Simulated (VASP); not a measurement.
# IrC (zincblende type) (F-43m) in VASP: single point with PBE

Aim: the single point of IrC (zincblende type) with PBE.

Program: VASP 6.6.1. These are calculated values, not measurements. Logs are shortened: lines on timing, memory, paths and dates and some standing lists are left out, and cuts for length are marked.

### Step 1. The cell of the first run

The structure is cubic, space group F-43m (No. 216). Conventional cell: a = 4.621 Å, b = 4.621 Å, c = 4.621 Å, α = 90.00°, β = 90.00°, γ = 90.00°. Ir (site symmetry -43m) has 4 C at 2.00 Å within 2.7 Å. C (site symmetry -43m) has 4 Ir at 2.00 Å within 2.7 Å.

### Step 2. Single point, PBE

Input file POSCAR:

```
IrC
1.0
    0.0000000000      2.3105505880      2.3105505880
    2.3105505880      0.0000000000      2.3105505880
    2.3105505880      2.3105505880      0.0000000000
Ir C
1 1
Direct
    0.0000000000      0.0000000000      0.0000000000
    0.2500000000      0.2500000000      0.2500000000
```

Input file INCAR.step1:

```
ALGO = Normal
EDIFF = 1E-6
ENCUT = 520
GGA = PE
ISIF = 2
ISMEAR = -1
LASPH = T
LCHARG = T
LMAXMIX = 4
LREAL = F
LWAVE = F
NBANDS = 14
NELM = 60
PREC = Accurate
SIGMA = 0.08
```

Input file KPOINTS.step1:

```
k-points
0
Gamma
  16 16 16
```

Input file INCAR.step2:

```
ALGO = Normal
EDIFF = 1E-6
ENCUT = 520
GGA = PE
ICHARG = 11
ISIF = 2
ISMEAR = -5
LASPH = T
LCHARG = F
LMAXMIX = 4
LORBIT = 10
LREAL = F
LWAVE = F
NEDOS = 2001
NELM = 60
PREC = Accurate
SIGMA = 0.08
```

Input file KPOINTS.step2:

```
k-points
0
Gamma
  24 24 24
```

Potentials or basis: VASP PAW PBE potentials, release 64 (Ir, C).

Command:

```bash
$ cat potpaw_PBE.64/Ir/POTCAR potpaw_PBE.64/C/POTCAR > POTCAR
$ cp INCAR.step1 INCAR
$ cp KPOINTS.step1 KPOINTS
$ mpirun -np 1 vasp_std > vasp.out
$ cp INCAR.step2 INCAR
$ cp KPOINTS.step2 KPOINTS
$ mpirun -np 1 vasp_std > vasp.out
```

OUTCAR:

```text
EDIFF = 1E-6
   ENCUT = 520
   GGA = PE
   ICHARG = 11
   ISIF = 2
   ISMEAR = -5
   LASPH = T
   LORBIT = 10
   LREAL = F
   NELM = 60
   PREC = Accurate

 ion  position               nearest neighbor table
   1  0.000  0.000  0.000-   2 2.00   2 2.00   2 2.00   2 2.00
   2  0.250  0.250  0.250-   1 2.00   1 2.00   1 2.00   1 2.00

  LATTYP: Found a face centered cubic cell.
 ALAT       =     4.6211011760

  Lattice vectors:

 A1 = (   0.0000000000,   2.3105505880,   2.3105505880)
 A2 = (   2.3105505880,   0.0000000000,   2.3105505880)
 A3 = (   2.3105505880,   2.3105505880,   0.0000000000)

Analysis of symmetry for initial positions (statically):
=====================================================================
 Subroutine PRICEL returns:
 Original cell was already a primitive cell.

 Routine SETGRP: Setting up the symmetry group for a
 face centered cubic supercell.

 Subroutine GETGRP returns: Found 24 space group operations
 (whereof 24 operations were pure point group operations)
 out of a pool of 48 trial point group operations.

The static configuration has the point symmetry T_d .

Analysis of symmetry for dynamics (positions and initial velocities):
=====================================================================
 Subroutine PRICEL returns:
 Original cell was already a primitive cell.

 Routine SETGRP: Setting up the symmetry group for a
 face centered cubic supercell.

 Subroutine GETGRP returns: Found 24 space group operations
 (whereof 24 operations were pure point group operations)
 out of a pool of 48 trial point group operations.

The dynamic configuration has the point symmetry T_d .

 Subroutine INISYM returns: Found 24 space group operations
 (whereof 24 operations are pure point group operations),
 and found     1 'primitive' translations

----------------------------------------------------------------------------------------

                                     Primitive cell

  volume of cell :      24.6704

  direct lattice vectors                    reciprocal lattice vectors
     0.000000000  2.310550588  2.310550588    -0.216398638  0.216398638  0.216398638
     2.310550588  0.000000000  2.310550588     0.216398638 -0.216398638  0.216398638
     2.310550588  2.310550588  0.000000000     0.216398638  0.216398638 -0.216398638

  length of vectors
     3.267611978  3.267611978  3.267611978     0.374813435  0.374813435  0.374813435

  position of ions in fractional coordinates (direct lattice)
     0.000000000  0.000000000  0.000000000
     0.250000000  0.250000000  0.250000000

  ion indices of the primitive-cell ions
   primitive index   ion index
                 1           1
                 2           2

----------------------------------------------------------------------------------------

 KPOINTS: k-points

Automatic generation of k-mesh.
 Grid dimensions read from file:
 generate k-points for:   24   24   24

 Generating k-lattice:

  Cartesian coordinates                     Fractional coordinates (reciprocal lattice)
    -0.009016610  0.009016610  0.009016610     0.041666667  0.000000000  0.000000000
     0.009016610 -0.009016610  0.009016610     0.000000000  0.041666667  0.000000000
     0.009016610  0.009016610 -0.009016610     0.000000000  0.000000000  0.041666667

  Length of vectors
     0.015617226  0.015617226  0.015617226

  Shift w.r.t. Gamma in fractional coordinates (k-lattice)
     0.000000000  0.000000000  0.000000000

 TETIRR: Found   1864 inequivalent tetrahedra from    82944

 Subroutine IBZKPT returns following result:
 ===========================================

 Found    413 irreducible k-points:

 Following reciprocal coordinates:
            Coordinates               Weight
  0.000000  0.000000  0.000000      1.000000
  0.041667  0.000000  0.000000      8.000000
  0.083333  0.000000  0.000000      8.000000
  0.125000  0.000000  0.000000      8.000000
  0.166667  0.000000  0.000000      8.000000
  0.208333  0.000000  0.000000      8.000000
[... 16 lines left out ...]
  0.416667  0.041667  0.000000     24.000000
  0.458333  0.041667  0.000000     24.000000
 [... further k-points ...]
   k-points           NKPTS =    413   k-points in BZ     NKDIM =    413   number of bands    NBANDS=     10
   number of dos      NEDOS =   2001   number of ions     NIONS =      2
   total plane-waves  NPLWV =  13824
   dimension x,y,z NGX =    24 NGY =   24 NGZ =   24
   dimension x,y,z NGXF=    48 NGYF=   48 NGZF=   48
   ions per type =               1   1
   NGX,Y,Z   is equivalent  to a cutoff of  12.21, 12.21, 12.21 a.u.
   NGXF,Y,Z  is equivalent  to a cutoff of  24.42, 24.42, 24.42 a.u.
 SYSTEM =  unknown system
   PREC   = accura    normal or accurate (medium, high low for compatibility)
   ISTART =      0    job   : 0-new  1-cont  2-samecut
   ICHARG =     11    charge: 1-file 2-atom 10-const
   ISPIN  =      1    spin polarized calculation?
   LNONCOLLINEAR =      F non collinear calculations
   LSORBIT =      F    spin-orbit coupling
   LASPH  =      T    aspherical Exc in radial PAW
   ENCUT  =  520.0 eV  38.22 Ry    6.18 a.u.   6.08  6.08  6.08*2*pi/ulx,y,z
   NELM   =     60;   NELMIN=  2; NELMDL=  0     # of ELM steps
   EDIFF  = 0.1E-05   stopping-criterion for ELM
   LREAL  =      F    real-space projection
   EDIFFG = 0.1E-04   stopping-criterion for IOM
   NSW    =      0    number of steps for IOM
   IBRION =     -1    ionic relax: 0-MD 1-quasi-New 2-CG
   NFREE  =      0    steps in history (QN), initial steepest desc. (CG)
   ISIF   =      2    stress and relaxation
   ISYM   =      2    0-nonsym 1-usesym 2-fastsym
   POTIM  = 0.5000    time-step for ionic-motion
   TEBEG  =    0.0;   TEEND  =   0.0 temperature during run
   PSTRESS=    0.0 pullay stress
   NELECT =      13.0000    total number of electrons
   NUPDOWN=      -1.0000    fix difference up-down
   EMIN   =  10.00;   EMAX   =-10.00  energy-range for DOS
   EFERMI =   0.00;   METHOD = LEGACY
   ISMEAR =    -5;   SIGMA  =   0.08  broadening in eV -4-tet -1-fermi 0-gaus
   EFERMI_NEDOS =   21; number of points for ismear=-14 and -15
   IALGO  =     38    algorithm
   IMIX   =      4    mixing-type and parameters
     AMIX     =   0.40;   BMIX     =  1.00
     AMIX_MAG =   1.60;   BMIX_MAG =  1.00
  volume/ion in A,a.u.               =      12.34        83.24
  Fermi-wavevector in a.u.,A,eV,Ry     =   1.322301  2.498787 23.789529  1.748481
  Thomas-Fermi vector in A             =   2.451992
   LORBIT       =     10    0 simple, 1 ext, 2 COOP (PROOUT), +10 PAW based schemes
   GGA     = PE    functional components
   LHFCALC =     F    Hartree Fock is set to
   AEXX    =    0.0000 exact exchange contribution
   IVDW    =     0    specifies the selected vdW correction
   LEPSILON=     F    determine dielectric tensor
   LRPA    =     F    only Hartree local field effects (RPA)
 non-spin polarized calculation
 Fermi weights with tetrahedron method with Bloechl corrections
  energy-cutoff  :      520.00
  volume of cell :       24.67
 maximum number of plane-waves:       684

 number of electron      13.0000000 magnetization

 Free energy of the ion-electron system (eV)
  ---------------------------------------------------
  ext. energy  EPLUGINS =         0.00000000
  ---------------------------------------------------
  free energy    TOTEN  =       -17.00171735 eV

  energy without entropy =      -17.00171735  energy(sigma->0) =      -17.00171735

 E-fermi :   7.4775     XC(G=0): -12.3282

 val. band max:        7.5465913055   @ k =   0.4583   0.4583   0.0000
 cond. band min:       7.5004893437   @ k =  -0.3333   0.2500   0.0417
 fundamental gap:     -0.0461019619
 Fermi energy:         7.4775211503

 k-point     1 :       0.0000    0.0000    0.0000
  band No.  band energies     occupation
      1      -6.7061      2.00000
      2       0.8147      2.00000
      3       0.8147      2.00000
      4       0.8147      2.00000
      5       5.1014      2.00000
      6       5.1014      2.00000
      7      10.9955      0.00000
      8      13.7605      0.00000
      9      13.7605      0.00000
     10      13.7605      0.00000

 k-point     2 :       0.0417    0.0000    0.0000
  band No.  band energies     occupation
      1      -6.6753      2.00000
      2       0.7951      2.00000
      3       0.8312      2.00000
      4       0.8312      2.00000
      5       5.0910      2.00000
      6       5.0910      2.00000
      7      11.0670      0.00000
      8      13.6787      0.00000
      9      13.7486      0.00000
     10      13.7486      0.00000

 k-point     3 :       0.0833    0.0000    0.0000
  band No.  band energies     occupation
      1      -6.5846      2.00000
      2       0.7414      2.00000
      3       0.8792      2.00000
      4       0.8792      2.00000
      5       5.0634      2.00000
      6       5.0634      2.00000
      7      11.2681      0.00000
      8      13.4427      0.00000
      9      13.7068      0.00000
     10      13.7068      0.00000

 k-point     4 :       0.1250    0.0000    0.0000
  band No.  band energies     occupation
      1      -6.4387      2.00000
      2       0.6673      2.00000
      3       0.9537      2.00000
      4       0.9537      2.00000
      5       5.0286      2.00000
      6       5.0286      2.00000
      7      11.5415      0.00000
      8      13.0983      0.00000
      9      13.6203      0.00000
     10      13.6203      0.00000

 k-point     5 :       0.1667    0.0000    0.0000
  band No.  band energies     occupation
      1      -6.2462      2.00000
      2       0.5924      2.00000
      3       1.0468      2.00000
      4       1.0468      2.00000
      5       5.0011      2.00000
      6       5.0011      2.00000
      7      11.6664      0.00000
      8      12.8482      0.00000
      9      13.4714      0.00000
     10      13.4714      0.00000

 k-point     6 :       0.2083    0.0000    0.0000
  band No.  band energies     occupation
      1      -6.0190      2.00000
      2       0.5388      2.00000
      3       1.1478      2.00000
      4       1.1478      2.00000
      5       4.9974      2.00000
      6       4.9974      2.00000
      7      11.2624      0.00000
      8      13.0507      0.00000
      9      13.2481      0.00000
     10      13.2481      0.00000
[... 183 lines left out ...]
 k-point    21 :       0.3333    0.0417    0.0000
  band No.  band energies     occupation
      1      -5.3524      2.00000
      2       0.6313      2.00000
      3       1.3761      2.00000
      4       1.4124      2.00000
      5       5.0464      2.00000
      6       5.3375      2.00000
      7       9.0301      0.00000
      8      12.1088      0.00000
      9      12.4647      0.00000
     10      14.1560      0.00000

 k-point    22 :       0.3750    0.0417    0.0000
  band No.  band energies     occupation
      1      -5.1497      2.00000
      2       0.7977      2.00000
      3       1.4247      2.00000
      4       1.4607      2.00000
      5       5.2086      2.00000
      6       5.4722      2.00000
      7       8.1676     -0.01537
      8      11.7441      0.00000
      9      12.0726      0.00000
     10      14.2780      0.00000

 k-point    23 :       0.4167    0.0417    0.0000
  band No.  band energies     occupation
      1      -4.9923      2.00000
      2       1.0091      2.00000
      3       1.4548      2.00000
      4       1.4896      2.00000
      5       5.3929      2.00000
      6       5.6029      2.00000
      7       7.4109      1.26638
      8      11.4354      0.00000
      9      11.6975      0.00000
     10      14.2771      0.00000

 k-point    24 :       0.4583    0.0417    0.0000
  band No.  band energies     occupation
      1      -4.8881      2.00000
      2       1.2139      2.00000
      3       1.4704      2.00000
      4       1.5038      2.00000
      5       5.5626      2.00000
      6       5.6927      2.00000
      7       6.8459      2.00000
      8      11.2309      0.00000
      9      11.3882      0.00000
     10      14.2393      0.00000

 [... further k-points ...]

------------------------ aborting loop because EDIFF is reached ----------------------------------------

  FORCE on cell =-STRESS in cart. coord.  units (eV):
  Direction    XX          YY          ZZ          XY          YZ          ZX
  --------------------------------------------------------------------------------------
  -------------------------------------------------------------------------------------
  Total        0.3123241      0.3123241      0.3123241     -0.0000000     -0.0000000      0.0000000
  in kB       20.2833464     20.2833464     20.2833464     -0.0000000     -0.0000000      0.0000000
  external PRESSURE =      20.2833464 kB  Pullay stress =       0.0000000 kB

 VOLUME and BASIS-vectors are now :
 -----------------------------------------------------------------------------
  energy-cutoff  :      520.00
  volume of cell :       24.67
      direct lattice vectors                 reciprocal lattice vectors
     0.000000000  2.310550588  2.310550588    -0.216398638  0.216398638  0.216398638
     2.310550588  0.000000000  2.310550588     0.216398638 -0.216398638  0.216398638
     2.310550588  2.310550588  0.000000000     0.216398638  0.216398638 -0.216398638

 POSITION                                       TOTAL-FORCE (eV/Angst)
 -----------------------------------------------------------------------------------
      0.00000      0.00000      0.00000         0.000000      0.000000     -0.000000
      1.15528      1.15528      1.15528        -0.000000     -0.000000      0.000000
 -----------------------------------------------------------------------------------
    total drift:                               -0.000000     -0.000000     -0.000000

  FREE ENERGIE OF THE ION-ELECTRON SYSTEM (eV)
  ---------------------------------------------------
  free  energy   TOTEN  =       -17.0017173508 eV

  energy  without entropy=      -17.0017173508  energy(sigma->0) =      -17.00171735

 total charge

# of ion       s       p       d       tot
------------------------------------------
    1        0.756   0.689   7.209   8.654
    2        0.873   1.489   0.000   2.362
--------------------------------------------------
tot          1.629   2.178   7.209  11.016
```

It took 78 s on 1 thread of Oxide Virtual Turin-like, shared host; peak memory 0.21 GiB.

What came out:

| Item | Value |
| --- | --- |
| Valence electrons inside the program's atomic spheres | Ir 8.65; C 2.36 |

Caveat: spin-orbit coupling is left out, which moves the levels of the heavy elements.
